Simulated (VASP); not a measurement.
# Bi (Fd-3m) in VASP: a series of runs

The runs below take Bi through single point, with PBEsol.

Program: VASP 6.6.1. These are calculated values, not measurements. Logs are shortened: lines on timing, memory, paths and dates and some standing lists are left out, and cuts for length are marked.

### Step 1. The cell of the first run

It takes space group Fd-3m (No. 227, cubic). Conventional cell: a = 6.418 Å, b = 6.418 Å, c = 6.418 Å, α = 90.00°, β = 90.00°, γ = 90.00°. Bi (site symmetry -43m) has 4 Bi at 2.78 Å within 3.7 Å.

### Step 2. Single point, PBEsol

INCAR reads:

```
PREC = Accurate
ENCUT = 500
EDIFF = 1E-6
ISMEAR = -1
SIGMA = 0.05
LREAL = F
LASPH = T
NELM = 120
ALGO = Normal
ISIF = 2
LWAVE = F
LCHARG = F
GGA = PS
NBANDS = 22
GGA_COMPAT = F
```

KPOINTS reads:

```
Automatic mesh
0
Gamma
  11 11 11
```

POSCAR reads:

```
Bi
1.0
    0.0000000000      3.2088776702      3.2088776702
    3.2088776702      0.0000000000      3.2088776702
    3.2088776702      3.2088776702      0.0000000000
Bi
2
Direct
   -0.1250000000     -0.1250000000     -0.1250000000
    0.1250000000      0.1250000000      0.1250000000
```

Potentials or basis: VASP PAW PBE potentials, release 64 (Bi_d).

Command:

```sh
$ cat potpaw_PBE.64/Bi_d/POTCAR > POTCAR
$ mpirun -np 1 vasp_std > vasp.out
```

OUTCAR:

```text
PREC = Accurate
   ENCUT = 500
   EDIFF = 1E-6
   ISMEAR = -1
   LREAL = F
   LASPH = T
   NELM = 120
   ISIF = 2
   GGA = PS

 ion  position               nearest neighbor table
   1  0.875  0.875  0.875-   2 2.78   2 2.78   2 2.78   2 2.78
   2  0.125  0.125  0.125-   1 2.78   1 2.78   1 2.78   1 2.78

  LATTYP: Found a face centered cubic cell.
 ALAT       =     6.4177553404

  Lattice vectors:

 A1 = (   0.0000000000,   3.2088776702,   3.2088776702)
 A2 = (   3.2088776702,   0.0000000000,   3.2088776702)
 A3 = (   3.2088776702,   3.2088776702,   0.0000000000)

Analysis of symmetry for initial positions (statically):
=====================================================================
 Subroutine PRICEL returns:
 Original cell was already a primitive cell.

 Routine SETGRP: Setting up the symmetry group for a
 face centered cubic supercell.

 Subroutine GETGRP returns: Found 48 space group operations
 (whereof 12 operations were pure point group operations)
 out of a pool of 48 trial point group operations.

The static configuration has the point symmetry D_3d.
 The point group associated with its full space group is O_h .

Analysis of symmetry for dynamics (positions and initial velocities):
=====================================================================
 Subroutine PRICEL returns:
 Original cell was already a primitive cell.

 Routine SETGRP: Setting up the symmetry group for a
 face centered cubic supercell.

 Subroutine GETGRP returns: Found 48 space group operations
 (whereof 12 operations were pure point group operations)
 out of a pool of 48 trial point group operations.

The dynamic configuration has the point symmetry D_3d.
 The point group associated with its full space group is O_h .

 Subroutine INISYM returns: Found 48 space group operations
 (whereof 12 operations are pure point group operations),
 and found     1 'primitive' translations

----------------------------------------------------------------------------------------

                                     Primitive cell

  volume of cell :      66.0830

  direct lattice vectors                    reciprocal lattice vectors
     0.000000000  3.208877670  3.208877670    -0.155817719  0.155817719  0.155817719
     3.208877670  0.000000000  3.208877670     0.155817719 -0.155817719  0.155817719
     3.208877670  3.208877670  0.000000000     0.155817719  0.155817719 -0.155817719

  length of vectors
     4.538038321  4.538038321  4.538038321     0.269884207  0.269884207  0.269884207

  position of ions in fractional coordinates (direct lattice)
     0.875000000  0.875000000  0.875000000
     0.125000000  0.125000000  0.125000000

  ion indices of the primitive-cell ions
   primitive index   ion index
                 1           1
                 2           2

----------------------------------------------------------------------------------------

 KPOINTS: Automatic mesh

Automatic generation of k-mesh.
 Grid dimensions read from file:
 generate k-points for:   11   11   11

 Generating k-lattice:

  Cartesian coordinates                     Fractional coordinates (reciprocal lattice)
    -0.014165247  0.014165247  0.014165247     0.090909091  0.000000000  0.000000000
     0.014165247 -0.014165247  0.014165247     0.000000000  0.090909091  0.000000000
     0.014165247  0.014165247 -0.014165247     0.000000000  0.000000000  0.090909091

  Length of vectors
     0.024534928  0.024534928  0.024534928

  Shift w.r.t. Gamma in fractional coordinates (k-lattice)
     0.000000000  0.000000000  0.000000000

 Subroutine IBZKPT returns following result:
 ===========================================

 Found     56 irreducible k-points:

 Following reciprocal coordinates:
            Coordinates               Weight
  0.000000  0.000000  0.000000      1.000000
  0.090909  0.000000  0.000000      8.000000
  0.181818  0.000000  0.000000      8.000000
  0.272727  0.000000  0.000000      8.000000
  0.363636  0.000000  0.000000      8.000000
  0.454545  0.000000  0.000000      8.000000
[... 16 lines left out ...]
 -0.272727  0.181818  0.000000     24.000000
 -0.181818  0.181818  0.000000     12.000000
 [... further k-points ...]
   k-points           NKPTS =     56   k-points in BZ     NKDIM =     56   number of bands    NBANDS=     22
   number of dos      NEDOS =    301   number of ions     NIONS =      2
   total plane-waves  NPLWV =  46656
   dimension x,y,z NGX =    36 NGY =   36 NGZ =   36
   dimension x,y,z NGXF=    72 NGYF=   72 NGZF=   72
   ions per type =               2
   NGX,Y,Z   is equivalent  to a cutoff of  13.19, 13.19, 13.19 a.u.
   NGXF,Y,Z  is equivalent  to a cutoff of  26.38, 26.38, 26.38 a.u.
 SYSTEM =  unknown system
   PREC   = accura    normal or accurate (medium, high low for compatibility)
   ISTART =      0    job   : 0-new  1-cont  2-samecut
   ICHARG =      2    charge: 1-file 2-atom 10-const
   ISPIN  =      1    spin polarized calculation?
   LNONCOLLINEAR =      F non collinear calculations
   LSORBIT =      F    spin-orbit coupling
   LASPH  =      T    aspherical Exc in radial PAW
   ENCUT  =  500.0 eV  36.75 Ry    6.06 a.u.   8.27  8.27  8.27*2*pi/ulx,y,z
   NELM   =    120;   NELMIN=  2; NELMDL= -5     # of ELM steps
   EDIFF  = 0.1E-05   stopping-criterion for ELM
   LREAL  =      F    real-space projection
   EDIFFG = 0.1E-04   stopping-criterion for IOM
   NSW    =      0    number of steps for IOM
   IBRION =     -1    ionic relax: 0-MD 1-quasi-New 2-CG
   NFREE  =      0    steps in history (QN), initial steepest desc. (CG)
   ISIF   =      2    stress and relaxation
   ISYM   =      2    0-nonsym 1-usesym 2-fastsym
   POTIM  = 0.5000    time-step for ionic-motion
   TEBEG  =    0.0;   TEEND  =   0.0 temperature during run
   PSTRESS=    0.0 pullay stress
   NELECT =      30.0000    total number of electrons
   NUPDOWN=      -1.0000    fix difference up-down
   EMIN   =  10.00;   EMAX   =-10.00  energy-range for DOS
   EFERMI =   0.00;   METHOD = LEGACY
   ISMEAR =    -1;   SIGMA  =   0.05  broadening in eV -4-tet -1-fermi 0-gaus
   EFERMI_NEDOS =   21; number of points for ismear=-14 and -15
   IALGO  =     38    algorithm
   IMIX   =      4    mixing-type and parameters
     AMIX     =   0.40;   BMIX     =  1.00
     AMIX_MAG =   1.60;   BMIX_MAG =  1.00
  volume/ion in A,a.u.               =      33.04       222.97
  Fermi-wavevector in a.u.,A,eV,Ry     =   1.258207  2.377666 21.539176  1.583085
  Thomas-Fermi vector in A             =   2.391828
   LORBIT       =      0    0 simple, 1 ext, 2 COOP (PROOUT), +10 PAW based schemes
   GGA     = PS    functional components
   LHFCALC =     F    Hartree Fock is set to
   AEXX    =    0.0000 exact exchange contribution
   IVDW    =     0    specifies the selected vdW correction
   LEPSILON=     F    determine dielectric tensor
   LRPA    =     F    only Hartree local field effects (RPA)
 non-spin polarized calculation
  energy-cutoff  :      500.00
  volume of cell :       66.08
 maximum number of plane-waves:      1697
 NGX is ok and might be reduce to    36
   NGX = 17   NGY = 17   NGZ = 17

 number of electron      30.0000009 magnetization

 Free energy of the ion-electron system (eV)
  ---------------------------------------------------
  ext. energy  EPLUGINS =         0.00000000
  ---------------------------------------------------
  free energy    TOTEN  =        -6.74801917 eV

  energy without entropy =       -6.73982744  energy(sigma->0) =       -6.74392331

 E-fermi :   7.1663     XC(G=0):  -9.7863

 val. band max:        7.1654036857   @ k =   0.4545   0.3636   0.0909
 cond. band min:       7.1949702857   @ k =   0.3636   0.2727   0.0000
 fundamental gap:      0.0295666000
 Fermi energy:         7.1662645602

 k-point     1 :       0.0000    0.0000    0.0000
  band No.  band energies     occupation
      1     -16.2393      2.00000
      2     -16.2393      2.00000
      3     -16.2393      2.00000
      4     -16.1257      2.00000
      5     -16.1257      2.00000
      6     -15.6260      2.00000
[... 14 lines left out ...]
     21      14.5209      0.00000
     22      14.5209      0.00000

 k-point     2 :       0.0909    0.0000    0.0000
  band No.  band energies     occupation
      1     -16.2487      2.00000
      2     -16.2487      2.00000
      3     -16.2365      2.00000
      4     -16.1123      2.00000
      5     -16.1123      2.00000
      6     -15.6477      2.00000
[... 14 lines left out ...]
     21      13.9501      0.00000
     22      14.1856      0.00000

 k-point     3 :       0.1818    0.0000    0.0000
  band No.  band energies     occupation
      1     -16.2665      2.00000
      2     -16.2665      2.00000
      3     -16.2289      2.00000
      4     -16.0841      2.00000
      5     -16.0841      2.00000
      6     -15.6759      2.00000
[... 14 lines left out ...]
     21      13.5406      0.00000
     22      13.9295      0.00000

 k-point     4 :       0.2727    0.0000    0.0000
  band No.  band energies     occupation
      1     -16.2818      2.00000
      2     -16.2818      2.00000
      3     -16.2185      2.00000
      4     -16.0567      2.00000
      5     -16.0567      2.00000
      6     -15.6985      2.00000
[... 14 lines left out ...]
     21      13.5788      0.00000
     22      14.8503      0.00000

 k-point     5 :       0.3636    0.0000    0.0000
  band No.  band energies     occupation
      1     -16.2914      2.00000
      2     -16.2914      2.00000
      3     -16.2085      2.00000
      4     -16.0377      2.00000
      5     -16.0377      2.00000
      6     -15.7123      2.00000
[... 417 lines left out ...]
 k-point    22 :      -0.3636    0.1818    0.0000
  band No.  band energies     occupation
      1     -16.3338      2.00000
      2     -16.3109      2.00000
      3     -16.1431      2.00000
      4     -16.0106      2.00000
      5     -15.9753      2.00000
      6     -15.7764      2.00000
[... 14 lines left out ...]
     21      14.3762      0.00000
     22      16.6824      0.00000

 k-point    23 :      -0.2727    0.1818    0.0000
  band No.  band energies     occupation
      1     -16.3193      2.00000
      2     -16.3074      2.00000
      3     -16.1619      2.00000
      4     -16.0373      2.00000
      5     -15.9869      2.00000
      6     -15.7725      2.00000
[... 14 lines left out ...]
     21      15.0583      0.00000
     22      15.8095      0.00000

 k-point    24 :      -0.1818    0.1818    0.0000
  band No.  band energies     occupation
      1     -16.2975      2.00000
      2     -16.2967      2.00000
      3     -16.1927      2.00000
      4     -16.0593      2.00000
      5     -16.0172      2.00000
      6     -15.7483      2.00000
[... 14 lines left out ...]
     21      13.8773      0.00000
     22      16.3118      0.00000

 [... further k-points ...]

------------------------ aborting loop because EDIFF is reached ----------------------------------------

  FORCE on cell =-STRESS in cart. coord.  units (eV):
  Direction    XX          YY          ZZ          XY          YZ          ZX
  --------------------------------------------------------------------------------------
  -------------------------------------------------------------------------------------
  Total        9.0543953      9.0543953      9.0543953     -0.0000000     -0.0000000      0.0000000
  in kB      219.5232667    219.5232667    219.5232667     -0.0000000     -0.0000000      0.0000000
  external PRESSURE =     219.5232667 kB  Pullay stress =       0.0000000 kB

 VOLUME and BASIS-vectors are now :
 -----------------------------------------------------------------------------
  energy-cutoff  :      500.00
  volume of cell :       66.08
      direct lattice vectors                 reciprocal lattice vectors
     0.000000000  3.208877670  3.208877670    -0.155817719  0.155817719  0.155817719
     3.208877670  0.000000000  3.208877670     0.155817719 -0.155817719  0.155817719
     3.208877670  3.208877670  0.000000000     0.155817719  0.155817719 -0.155817719

 POSITION                                       TOTAL-FORCE (eV/Angst)
 -----------------------------------------------------------------------------------
      5.61554      5.61554      5.61554        -0.000000     -0.000000     -0.000000
      0.80222      0.80222      0.80222         0.000000      0.000000      0.000000
 -----------------------------------------------------------------------------------
    total drift:                                0.000000      0.000000      0.000000

  FREE ENERGIE OF THE ION-ELECTRON SYSTEM (eV)
  ---------------------------------------------------
  free  energy   TOTEN  =        -6.7480191711 eV

  energy  without entropy=       -6.7398274431  energy(sigma->0) =       -6.74392331
```

Wall time 44 s (1 thread of AMD EPYC 9R45 (Zen 5), shared host); peak memory 0.2 GiB.

Results:

- Free energy: -6.7480 eV
- Pressure: 22.0 GPa
- Band gap on the k mesh: zero (band 15 reaches 7.94 eV, above the bottom of band 16 at 6.56 eV)

Levels at points of the mesh, in eV from the Fermi level:
```csv
k point,band 12,band 13,band 14,band 15,band 16,band 17,band 18,band 19
"(0.00, 0.00, 0.00)",-6.11,-1.58,-1.58,-1.58,0.89,0.89,0.89,3.11
```

Caveat: the PAW data sets were made with another functional, which shifts forces and pressure a little; spin-orbit coupling is left out, which moves the levels of the heavy elements.

### Step 3. Single point, PBEsol

INCAR reads:

```
PREC = Accurate
ENCUT = 500
EDIFF = 1E-6
ISMEAR = -1
SIGMA = 0.05
LREAL = False
LASPH = True
NELM = 120
ALGO = Normal
ISIF = 2
LWAVE = False
LCHARG = False
GGA = PS
NBANDS = 22
GGA_COMPAT = False
```

KPOINTS is that of step 2.

POSCAR reads:

```
Bi
1.0
    0.0000000000      3.2091573348      3.2091573348
    3.2091573348      0.0000000000      3.2091573348
    3.2091573348      3.2091573348      0.0000000000
Bi
2
Direct
   -0.1250000000     -0.1250000000     -0.1250000000
    0.1250000000      0.1250000000      0.1250000000
```

Potentials or basis: VASP PAW PBE potentials, release 64 (Bi_d).

Command:

```sh
$ cat potpaw_PBE.64/Bi_d/POTCAR > POTCAR
$ mpirun -np 1 vasp_std > vasp.out
```

It took 43 s on 1 thread of AMD EPYC 9R45 (Zen 5), shared host; peak memory 0.2 GiB.

The run converged. Its results:

```yaml
Free_energy: -6.7504 eV
Pressure: 21.9 GPa
Band_gap_on_the_k_mesh: zero (band 15 reaches 7.93 eV, above the bottom of band 16 at 6.55 eV)
```

Levels at points of the mesh, in eV from the Fermi level:
```csv
k point,band 11,band 12,band 13,band 14,band 15,band 16,band 17,band 18,band 19,band 20
"(0.00, 0.00, 0.00)",-14.81,-6.11,-1.58,-1.58,-1.58,0.89,0.89,0.89,3.11,7.35
```

Caveat: the PAW data sets were made with another functional, which shifts forces and pressure a little; spin-orbit coupling is left out, which moves the levels of the heavy elements.
